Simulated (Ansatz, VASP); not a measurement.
**Two plane-wave programs on Co**

```
Co
1.0
     2.47200    0.00000    0.00000
    -1.23600    2.14081    0.00000
     0.00000    0.00000    4.02114
Co
2
Direct
  0.33333 0.66667 0.25000
  0.66667 0.33333 0.75000
```

Alike in both runs: functional PBE; k mesh 3 × 3 × 2; occupations gaussian, width 0.1 eV; collinear spin.

Ansatz relaxed the structure, and its values are those at the end. VASP's run is a single point on that final structure, the one shown.

|  | VASP | Ansatz |
| --- | --- | --- |
| version | VASP 6.6.1 | Ansatz 0.2.0 |
| potentials or method | VASP PAW PBE potentials, release 64 (Co_sv), cutoff 690 eV | scalar-relativistic, plane waves, PAW |
| valence electrons in the cell | 34 | 34 |

```csv
,VASP,Ansatz,Ansatz less VASP
gap on the k mesh at the Fermi level (eV),none,none,-
pressure (GPa),5.2,6.6,+1.37
net moment per atom (μB),1.52,1.53,+0.005
size of the moment on the site where the two differ most (μB),1.61,1.61,+0.002
```

Site moments also hang on the region over which each program counts them. A gap of «none» marks a metal or a gap that the smearing closes. Ansatz's warnings: stress scf threshold loose.

The k mesh is coarse, so the values compare programs but aren't converged.
